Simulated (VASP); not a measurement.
# TiO (P-62m) in VASP: single point with r2SCAN+U

Aim: the single point of TiO with r2SCAN+U.

Program: VASP 6.6.1. These are calculated values, not measurements. Logs are shortened: lines on timing, memory, paths and dates and some standing lists are left out, and cuts for length are marked.

**1. The cell of the first run**

It takes space group P-62m (No. 189, hexagonal). The conventional cell has a = 5.078 Å, b = 5.078 Å, c = 2.887 Å, α = 90.00°, β = 90.00°, γ = 120.00°. Ti (site symmetry -6) has 6 O at 2.13 Å and 5 Ti at 2.89 to 2.93 Å within 3.0 Å. Within 2.6 Å of Ti (site symmetry -62m) lie 3 O at 1.99 Å. O (site symmetry m2m) has 5 Ti at 1.99 to 2.13 Å within 2.6 Å.

**2. Single point, r2SCAN+U (biaxial strain in the a-b plane: +1.0 %)**

Input file POSCAR:

```
TiO
1.0
    5.0775698357      0.0000000000      0.0000000000
   -2.5387849179      4.3973044672      0.0000000000
    0.0000000000      0.0000000000      2.8866332579
Ti O
3 3
Direct
    0.6666666667      0.3333333333      0.5000000000
    0.3333333333      0.6666666667      0.5000000000
    0.0000000000      0.0000000000      0.0000000000
    0.6088595047      0.6088595047      0.0000000000
    0.3911404953      0.0000000000      0.0000000000
    0.0000000000      0.3911404953      0.0000000000
```

Input file INCAR.step1:

```
SYSTEM = TiO
PREC = Accurate ; ENCUT = 520
ISMEAR = 0 ; SIGMA = 0.1
LREAL = .False. ; LASPH = .True.
NELM = 150 ; LMAXMIX = 4
LDAU = .True. ; LDAUTYPE = 2
LDAUL = 2 -1 ; LDAUU = 4 0
LDAUJ = 0 0 ; NBANDS = 36
GGA = PE ; ALGO = Normal
EDIFF = 1E-4 ; LWAVE = .True.
LCHARG = .False.
```

Input file INCAR.step2:

```
SYSTEM = TiO
PREC = Accurate ; ENCUT = 520
EDIFF = 1E-7 ; ISMEAR = 0
SIGMA = 0.1 ; LREAL = .False.
LASPH = .True. ; NELM = 150
ALGO = Normal ; ISIF = 2
LWAVE = .False. ; LCHARG = .False.
LMAXMIX = 4 ; LDAU = .True.
LDAUTYPE = 2 ; LDAUL = 2 -1
LDAUU = 4 0 ; LDAUJ = 0 0
LDAUPRINT = 1 ; METAGGA = R2SCAN
LMIXTAU = .True. ; NBANDS = 36
ISTART = 1
```

Input file KPOINTS:

```
Automatic mesh
0
Gamma
  12 12 12
  0 0 0
```

Potentials or basis: VASP PAW PBE potentials, release 64 (Ti_sv, O).

The run is started by

```
> cat potpaw_PBE.64/Ti_sv/POTCAR potpaw_PBE.64/O/POTCAR > POTCAR
> cp INCAR.step1 INCAR
> mpirun -np 1 vasp_std > vasp.out
> cp INCAR.step2 INCAR
> mpirun -np 1 vasp_std > vasp.out
```

OUTCAR:

```text
SYSTEM = TiO
   PREC = Accurate
   ENCUT = 520
   EDIFF = 1E-7
   ISMEAR = 0
   LREAL = .False.
   LASPH = .True.
   NELM = 150
   ISIF = 2
   METAGGA = R2SCAN
   ISTART = 1

 ion  position               nearest neighbor table
   1  0.667  0.333  0.500-   6 2.13   6 2.13   5 2.13   5 2.13   4 2.13   4 2.13
   2  0.333  0.667  0.500-   5 2.13   5 2.13   6 2.13   6 2.13   4 2.13   4 2.13
   3  0.000  0.000  0.000-   4 1.99   5 1.99   6 1.99
   4  0.609  0.609  0.000-   3 1.99   2 2.13   2 2.13   1 2.13   1 2.13
   5  0.391  0.000  0.000-   3 1.99   2 2.13   2 2.13   1 2.13   1 2.13
   6  0.000  0.391  0.000-   3 1.99   1 2.13   1 2.13   2 2.13   2 2.13

  LATTYP: Found a hexagonal cell.
 ALAT       =     5.0775698357
 C/A-ratio  =     0.5685068549

  Lattice vectors:

 A1 = (   5.0775698357,   0.0000000000,   0.0000000000)
 A2 = (  -2.5387849179,   4.3973044672,   0.0000000000)
 A3 = (   0.0000000000,   0.0000000000,   2.8866332579)

Analysis of symmetry for initial positions (statically):
=====================================================================
 Subroutine PRICEL returns:
 Original cell was already a primitive cell.

 Routine SETGRP: Setting up the symmetry group for a
 hexagonal supercell.

 Subroutine GETGRP returns: Found 12 space group operations
 (whereof 12 operations were pure point group operations)
 out of a pool of 24 trial point group operations.

The static configuration has the point symmetry D_3h.

Analysis of symmetry for dynamics (positions and initial velocities):
=====================================================================
 Subroutine PRICEL returns:
 Original cell was already a primitive cell.

 Routine SETGRP: Setting up the symmetry group for a
 hexagonal supercell.

 Subroutine GETGRP returns: Found 12 space group operations
 (whereof 12 operations were pure point group operations)
[... 144 lines left out ...]
   LRPA    =     F    only Hartree local field effects (RPA)
 non-spin polarized calculation
 Gauss-broadening in eV      SIGMA  =   0.10
  energy-cutoff  :      520.00
  volume of cell :       64.45
 maximum number of plane-waves:      1751
 NGX is ok and might be reduce to    40
   NGX = 19   NGY = 19   NGZ = 11

atom =   1  type =  1  l = 2

 onsite density matrix

spin component  1
[... 83 lines left out ...]
  o =  0.1506  v = -0.2357 -0.0000  0.0000  0.0000 -0.9718  0.0000  0.0000  0.0000  0.0000  0.0000      0.0000  0.0000  0.0000  0.0000  0.0000  0.0000  0.0000  0.0000  0.0000  0.0000
  o =  0.1506  v =  0.0000  0.0000  0.0000  0.0000  0.0000 -0.2357 -0.0000  0.0000  0.0000 -0.9718      0.0000  0.0000  0.0000  0.0000  0.0000  0.0000  0.0000  0.0000  0.0000  0.0000
  o =  0.1506  v =  0.0000  0.0000  0.0000  0.0000  0.0000  0.9718 -0.0000 -0.0000 -0.0000 -0.2357      0.0000  0.0000  0.0000  0.0000  0.0000  0.0000  0.0000  0.0000  0.0000  0.0000
  o =  0.1506  v =  0.9718 -0.0000 -0.0000 -0.0000 -0.2357  0.0000  0.0000  0.0000  0.0000  0.0000      0.0000  0.0000  0.0000  0.0000  0.0000  0.0000  0.0000  0.0000  0.0000  0.0000
  o =  0.1556  v =  0.0000  0.7466 -0.0000  0.6653 -0.0000  0.0000  0.0000  0.0000  0.0000  0.0000      0.0000  0.0000  0.0000  0.0000  0.0000  0.0000  0.0000  0.0000  0.0000  0.0000
  o =  0.1556  v =  0.0000  0.0000  0.0000  0.0000  0.0000  0.0000  0.7466 -0.0000  0.6653 -0.0000      0.0000  0.0000  0.0000  0.0000  0.0000  0.0000  0.0000  0.0000  0.0000  0.0000
  o =  0.1556  v =  0.0000  0.6653 -0.0000 -0.7466 -0.0000  0.0000  0.0000  0.0000  0.0000  0.0000      0.0000  0.0000  0.0000  0.0000  0.0000  0.0000  0.0000  0.0000  0.0000  0.0000
  o =  0.1556  v =  0.0000  0.0000  0.0000  0.0000  0.0000  0.0000  0.6653 -0.0000 -0.7466 -0.0000      0.0000  0.0000  0.0000  0.0000  0.0000  0.0000  0.0000  0.0000  0.0000  0.0000
  o =  0.2861  v =  0.0000  0.0000  0.0000  0.0000  0.0000  0.0000  0.0000  1.0000 -0.0000 -0.0000      0.0000  0.0000  0.0000  0.0000  0.0000  0.0000  0.0000  0.0000  0.0000  0.0000
  o =  0.2861  v =  0.0000  0.0000  1.0000 -0.0000 -0.0000  0.0000  0.0000  0.0000  0.0000  0.0000      0.0000  0.0000  0.0000  0.0000  0.0000  0.0000  0.0000  0.0000  0.0000  0.0000

 number of electron      54.0000009 magnetization

 Free energy of the ion-electron system (eV)
  ---------------------------------------------------
  ext. energy  EPLUGINS =         0.00000000
  ---------------------------------------------------
  free energy    TOTEN  =       -64.72294232 eV

  energy without entropy =      -64.71963606  energy(sigma->0) =      -64.72128919

 E-fermi :  10.6809     XC(G=0): -13.0682

 val. band max:       10.6222375064   @ k =   0.0833   0.0833   0.0000
 cond. band min:      10.6879710901   @ k =   0.1667   0.0000   0.0833
 fundamental gap:      0.0657335836
 Fermi energy:        10.6808772746

 k-point     1 :       0.0000    0.0000    0.0000
  band No.  band energies     occupation
      1     -51.0021      2.00000
      2     -50.9391      2.00000
      3     -50.6299      2.00000
      4     -26.3685      2.00000
      5     -26.3685      2.00000
      6     -26.1444      2.00000
[... 925 lines left out ...]
     35      12.9519      0.00000
     36      13.2508      0.00000

 [... further k-points ...]

------------------------ aborting loop because EDIFF is reached ----------------------------------------

  FORCE on cell =-STRESS in cart. coord.  units (eV):
  Direction    XX          YY          ZZ          XY          YZ          ZX
  --------------------------------------------------------------------------------------
  -------------------------------------------------------------------------------------
  Total        0.0435497      0.0435497      1.9660617     -0.0000000     -0.0000000      0.0000000
  in kB        1.0825855      1.0825855     48.8735265     -0.0000000     -0.0000000      0.0000000
  external PRESSURE =      17.0128991 kB  Pullay stress =       0.0000000 kB

 VOLUME and BASIS-vectors are now :
 -----------------------------------------------------------------------------
  energy-cutoff  :      520.00
  volume of cell :       64.45
      direct lattice vectors                 reciprocal lattice vectors
     5.077569836  0.000000000  0.000000000     0.196944608  0.113706022  0.000000000
    -2.538784918  4.397304467  0.000000000     0.000000000  0.227412045  0.000000000
     0.000000000  0.000000000  2.886633258     0.000000000  0.000000000  0.346424333

 POSITION                                       TOTAL-FORCE (eV/Angst)
 -----------------------------------------------------------------------------------
      2.53878      1.46577      1.44332         0.000000     -0.000000      0.000000
     -0.00000      2.93154      1.44332         0.000000      0.000000      0.000000
      0.00000      0.00000      0.00000         0.000000      0.000000      0.000000
      1.54576      2.67734      0.00000        -0.114678     -0.198628      0.000000
      1.98604      0.00000      0.00000         0.229356     -0.000000     -0.000000
     -0.99302      1.71996      0.00000        -0.114678      0.198628     -0.000000
 -----------------------------------------------------------------------------------
    total drift:                               -0.000000     -0.000000      0.000001

  FREE ENERGIE OF THE ION-ELECTRON SYSTEM (eV)
  ---------------------------------------------------
  free  energy   TOTEN  =       -64.7229423209 eV

  energy  without entropy=      -64.7196360645  energy(sigma->0) =      -64.72128919
```

OUTCAR.step1:

```text
SYSTEM = TiO
   PREC = Accurate
   ENCUT = 520
   ISMEAR = 0
   LREAL = .False.
   LASPH = .True.
   NELM = 150
[... 1177 lines left out ...]
      1.54576      2.67734      0.00000        -0.119163     -0.206396     -0.000000
      1.98604      0.00000      0.00000         0.238326      0.000000      0.000000
     -0.99302      1.71996      0.00000        -0.119163      0.206396     -0.000000
 -----------------------------------------------------------------------------------
    total drift:                                0.000002      0.000003      0.000001

  FREE ENERGIE OF THE ION-ELECTRON SYSTEM (eV)
  ---------------------------------------------------
  free  energy   TOTEN  =       -44.7398339489 eV

  energy  without entropy=      -44.7367804963  energy(sigma->0) =      -44.73830722
```

OSZICAR.step1:

```text
N       E                     dE             d eps       ncg     rms          rms(c)
DAV:   1     0.792126738022E+03    0.79213E+03   -0.26935E+04  9576   0.187E+03
DAV:   2     0.689681069629E+02   -0.72316E+03   -0.69804E+03  9744   0.566E+02
DAV:   3    -0.501397698052E+02   -0.11911E+03   -0.11696E+03 14264   0.208E+02
DAV:   4    -0.575369981899E+02   -0.73972E+01   -0.73563E+01 14324   0.507E+01
DAV:   5    -0.579209348314E+02   -0.38394E+00   -0.38376E+00 13920   0.959E+00    0.267E+01
DAV:   6    -0.447944341471E+02    0.13127E+02   -0.84183E+01 14484   0.742E+01    0.916E+00
DAV:   7    -0.451877579898E+02   -0.39332E+00   -0.16010E+01 14960   0.251E+01    0.823E+00
DAV:   8    -0.447104898454E+02    0.47727E+00   -0.52634E+00 14724   0.110E+01    0.481E+00
DAV:   9    -0.447523721408E+02   -0.41882E-01   -0.75074E-01 12836   0.546E+00    0.123E+00
DAV:  10    -0.447313722474E+02    0.21000E-01   -0.16611E-01 13960   0.253E+00    0.840E-01
DAV:  11    -0.447394955236E+02   -0.81233E-02   -0.16339E-02 13604   0.870E-01    0.148E-01
DAV:  12    -0.447396735061E+02   -0.17798E-03   -0.25967E-03 12660   0.287E-01    0.765E-02
DAV:  13    -0.447398293911E+02   -0.15589E-03   -0.53920E-04 11612   0.154E-01    0.227E-02
DAV:  14    -0.447398339489E+02   -0.45578E-05   -0.52106E-05  6456   0.591E-02
   1 F= -.44739834E+02 E0= -.44738307E+02  d E =-.305345E-02
```

Wall time 21 min (1 thread of Oxide Virtual Turin-like, shared host); peak memory 0.34 GiB.

Results:

* Free energy: -64.7229 eV
* Pressure: 1.7 GPa
* Largest force: 0.229 eV/Å
* Band gap on the k mesh: zero (bands 27 and 28 overlap by 1.16 eV)

Forces in eV/Å, atoms in the order of the input:
```
Ti   0.000  0.000  0.000
Ti   0.000  0.000  0.000
Ti   0.000  0.000  0.000
O   -0.115 -0.199  0.000
O    0.229  0.000  0.000
O   -0.115  0.199  0.000
```

Levels at points of the mesh, in eV from the Fermi level:
```
           k point  band 23  band 24  band 25  band 26  band 27  band 28  band 29  band 30  band 31  band 32
(0.00, 0.00, 0.00)    -6.23    -5.90    -3.76    -1.11    -0.66    -0.66     0.83     1.09     1.09     1.11
(0.50, 0.00, 0.00)    -6.28    -5.70    -2.90    -2.19    -1.77     0.58     1.34     1.35     1.80     1.98
(0.00, 0.00, 0.50)    -6.04    -6.04    -1.79    -1.79     0.43     1.43     1.43     1.57     1.57     1.86
(0.50, 0.00, 0.50)    -6.74    -5.73    -1.86    -1.47    -0.40     0.69     1.14     1.51     1.64     2.10
```

Eigenvalues of the final occupation matrices:
```csv
site,spin,trace,eigenvalues
site 1 d,1,0.90,0.10 0.10 0.19 0.19 0.31
site 1 d,2,0.90,0.10 0.10 0.19 0.19 0.31
site 2 d,1,0.90,0.10 0.10 0.19 0.19 0.31
site 2 d,2,0.90,0.10 0.10 0.19 0.19 0.31
site 3 d,1,0.90,0.15 0.15 0.16 0.16 0.29
site 3 d,2,0.90,0.15 0.15 0.16 0.16 0.29
```

Caveat: the cell differs from its parent crystal (biaxial strain in the a-b plane: +1.0 %); the PAW data sets were made with another functional, which shifts forces and pressure a little; U without spin polarisation on a metal has little footing.

The gap in the log of VASP goes by the Fermi energy; the results here count the filled bands.